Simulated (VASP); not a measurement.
# Au (I4/mmm) in VASP: notebook, part 2 of 2

VASP 6.6.1. The steps go on from the part before.

## Step 3: Single point, r2SCAN (strain +0.080 along x and y, +0.040 along z)

Input file POSCAR:

```
Au
1.0
   -1.7898505200      1.7898505200      1.7235597600
    1.7898505200     -1.7898505200      1.7235597600
    1.7898505200      1.7898505200     -1.7235597600
Au
1
Direct
    0.0000000000      0.0000000000      0.0000000000
```

Input file INCAR.step1:

```
SYSTEM = Au
PREC = Accurate ; ENCUT = 520
ISMEAR = 0 ; SIGMA = 0.15
LREAL = .FALSE. ; LASPH = .TRUE.
NELM = 100 ; NBANDS = 12
GGA = PE ; ALGO = Normal
EDIFF = 1E-4 ; LWAVE = .TRUE.
LCHARG = .FALSE.
```

Input file INCAR.step2:

```
SYSTEM = Au
PREC = Accurate ; ENCUT = 520
EDIFF = 1E-6 ; ISMEAR = 0
SIGMA = 0.15 ; LREAL = .FALSE.
LASPH = .TRUE. ; NELM = 100
ALGO = Normal ; ISIF = 2
LWAVE = .FALSE. ; LCHARG = .FALSE.
METAGGA = R2SCAN ; LMIXTAU = .TRUE.
NBANDS = 12 ; ISTART = 1
```

Input file KPOINTS:

```
regular mesh
0
G
  24 24 24
  0 0 0
```

Potentials or basis: VASP PAW PBE potentials, release 64 (Au).

The run is started by

```console
$ cat potpaw_PBE.64/Au/POTCAR > POTCAR
$ cp INCAR.step1 INCAR
$ mpirun -np 1 vasp_std > vasp.out
$ cp INCAR.step2 INCAR
$ mpirun -np 1 vasp_std > vasp.out
```

OUTCAR:

```text
SYSTEM = Au
   PREC = Accurate
   ENCUT = 520
   EDIFF = 1E-6
   ISMEAR = 0
   LREAL = .FALSE.
   LASPH = .TRUE.
   NELM = 100
   ISIF = 2
   METAGGA = R2SCAN
   ISTART = 1

 ion  position               nearest neighbor table
   1  0.000  0.000  0.000-

  LATTYP: Found a body centered tetragonal cell.
 ALAT       =     3.5797010400
 C/A-ratio  =     0.9629629630

  Lattice vectors:

 A1 = (  -1.7898505200,   1.7898505200,   1.7235597600)
 A2 = (   1.7898505200,  -1.7898505200,   1.7235597600)
 A3 = (   1.7898505200,   1.7898505200,  -1.7235597600)

Analysis of symmetry for initial positions (statically):
=====================================================================
 Subroutine PRICEL returns:
 Original cell was already a primitive cell.

 Routine SETGRP: Setting up the symmetry group for a
 body centered tetragonal supercell.

 Subroutine GETGRP returns: Found 16 space group operations
 (whereof 16 operations were pure point group operations)
 out of a pool of 16 trial point group operations.

The static configuration has the point symmetry D_4h.

[... 166 lines left out ...]
  band No.  band energies     occupation
      1      -1.9476      2.00000
      2       1.6008      2.00000
      3       1.7662      2.00000
      4       1.7662      2.00000
      5       2.8839      2.00000
      6       3.0702      2.00000
      7      22.4257      0.00000
      8      22.4257      0.00000
      9      23.0493      0.00000
     10      26.0437      0.00000
     11      26.0437      0.00000
     12      26.8189      0.00000
[... 331 lines left out ...]
 k-point    24 :       0.4583    0.0417   -0.0000
  band No.  band energies     occupation
      1       0.2057      2.00000
      2       0.9635      2.00000
      3       2.8845      2.00000
      4       3.1399      2.00000
      5       3.9043      2.00000
      6       6.1997      0.00000
      7       8.2480      0.00000
      8      17.7370      0.00000
      9      18.0537      0.00000
     10      24.5413      0.00000
     11      25.2903      0.00000
     12      28.1238      0.00000

 [... further k-points ...]

------------------------ aborting loop because EDIFF is reached ----------------------------------------

  FORCE on cell =-STRESS in cart. coord.  units (eV):
  Direction    XX          YY          ZZ          XY          YZ          ZX
  --------------------------------------------------------------------------------------
  -------------------------------------------------------------------------------------
  Total       -2.3808625     -2.3808625     -2.4233111      0.0000000      0.0000000      0.0000000
  in kB     -172.7130060   -172.7130060   -175.7923152      0.0000000      0.0000000      0.0000000
  external PRESSURE =    -173.7394424 kB  Pullay stress =       0.0000000 kB

 VOLUME and BASIS-vectors are now :
 -----------------------------------------------------------------------------
  energy-cutoff  :      520.00
  volume of cell :       22.09
      direct lattice vectors                 reciprocal lattice vectors
    -1.789850520  1.789850520  1.723559760     0.000000000  0.279352937  0.290097281
     1.789850520 -1.789850520  1.723559760     0.279352937  0.000000000  0.290097281
     1.789850520  1.789850520 -1.723559760     0.279352937  0.279352937  0.000000000

 POSITION                                       TOTAL-FORCE (eV/Angst)
 -----------------------------------------------------------------------------------
      0.00000      0.00000      0.00000        -0.000000      0.000000     -0.000000
 -----------------------------------------------------------------------------------
    total drift:                               -0.000000      0.000000      0.000000

  FREE ENERGIE OF THE ION-ELECTRON SYSTEM (eV)
  ---------------------------------------------------
  free  energy   TOTEN  =       -50.2650750373 eV

  energy  without entropy=      -50.2607993683  energy(sigma->0) =      -50.26293720
```

Run time: 9.2 min. Hardware: 1 thread of Intel Xeon Platinum 8488C (Sapphire Rapids), shared host; peak memory 0.37 GiB.

Results:

* Free energy: -50.2651 eV
* Pressure: -17.4 GPa
* Band gap on the k mesh: zero (an odd number of electrons rules out a gap without spin polarisation)

Stress tensor (GPa, compression positive):
```
-17.27   0.00   0.00
  0.00 -17.27   0.00
  0.00   0.00 -17.58
```

Caveat: the cell differs from its parent crystal (strain +0.080 along x and y, +0.040 along z); the cell stands under tension; the PAW data sets were made with another functional, which shifts forces and pressure a little; spin-orbit coupling is left out, which moves the levels of the heavy elements.

## Step 4: Single point, r2SCAN (strain +0.000 along x and y, +0.040 along z)

Input file POSCAR:

```
Au
1.0
   -1.6572690000      1.6572690000      1.7235597600
    1.6572690000     -1.6572690000      1.7235597600
    1.6572690000      1.6572690000     -1.7235597600
Au
1
Direct
    0.0000000000      0.0000000000      0.0000000000
```

Input file INCAR.step1:

```
  PREC = Accurate
  ENCUT = 520
  ISMEAR = 0
  SIGMA = 0.15
  LREAL = F
  LASPH = T
  NELM = 100
  NBANDS = 12
  GGA = PE
  ALGO = Normal
  EDIFF = 1E-4
  LWAVE = T
  LCHARG = F
```

Input file INCAR.step2:

```
  PREC = Accurate
  ENCUT = 520
  EDIFF = 1E-6
  ISMEAR = 0
  SIGMA = 0.15
  LREAL = F
  LASPH = T
  NELM = 100
  ALGO = Normal
  ISIF = 2
  LWAVE = F
  LCHARG = F
  METAGGA = R2SCAN
  LMIXTAU = T
  NBANDS = 12
  ISTART = 1
```

Input file KPOINTS:

```
Automatic mesh
0
Gamma
  24 24 24
```

The run is started by

```console
$ cat potpaw_PBE.64/Au/POTCAR > POTCAR
$ cp INCAR.step1 INCAR
$ mpirun -np 1 vasp_std > vasp.out
$ cp INCAR.step2 INCAR
$ mpirun -np 1 vasp_std > vasp.out
```

Run time: 4.5 min. Hardware: 1 thread of Intel Xeon 6975P-C (Granite Rapids), shared host; peak memory 0.34 GiB.

Results (log left out):

* Free energy: -50.5392 eV
* Pressure: -8.7 GPa
* Band gap on the k mesh: zero (an odd number of electrons rules out a gap without spin polarisation)

Stress tensor (GPa, compression positive):
```
-8.80  0.00  0.00
 0.00 -8.80  0.00
 0.00  0.00 -8.53
```

Levels at points of the mesh, in eV from the Fermi level:
| k point | band 3 | band 4 | band 5 | band 6 | band 7 | band 8 | band 9 | band 10 |
| --- | --- | --- | --- | --- | --- | --- | --- | --- |
| (0.00, 0.00, 0.00) | -4.71 | -4.50 | -3.11 | -2.87 | 16.86 | 17.49 | 17.49 | 22.52 |
| (0.50, 0.00, 0.00) | -3.25 | -2.82 | -1.67 | -0.14 | 2.93 | 13.12 | 13.97 | 21.54 |
| (0.50, 0.50, 0.00) | -2.94 | -2.75 | -1.62 | 0.07 | 3.23 | 12.52 | 13.11 | 20.41 |
| (0.50, 0.50, 0.50) | -2.02 | -1.95 | -1.95 | 5.75 | 6.85 | 6.85 | 8.73 | 15.23 |

Caveat: the cell differs from its parent crystal (strain +0.000 along x and y, +0.040 along z); the cell stands under tension; the PAW data sets were made with another functional, which shifts forces and pressure a little; spin-orbit coupling is left out, which moves the levels of the heavy elements.

## Step 5: Summary

| cell | gap on the mesh (eV) | pressure (GPa) |
| --- | --- | --- |
| a = 3.024 Å, angles 110.5, 110.5, 107.4°, 1 atom | none | -16.2 |
| a = 3.062 Å, angles 108.5, 108.5, 111.5°, 1 atom | none | -17.4 |
| a = 2.909 Å, angles 110.5, 110.5, 107.3°, 1 atom | none | -8.7 |

Alike in all rows: task single point; level r2SCAN; potentials or basis VASP PAW PBE potentials, release 64 (Au); no spin polarisation; k mesh 24 × 24 × 24; cutoff (eV) 520; smearing gaussian 0.15 eV.

Caveats: the cell stands under tension; the PAW data sets were made with another functional, which shifts forces and pressure a little; spin-orbit coupling is left out, which moves the levels of the heavy elements.

Total energies depend on the potentials used, so only differences within one code and one set of settings carry meaning.
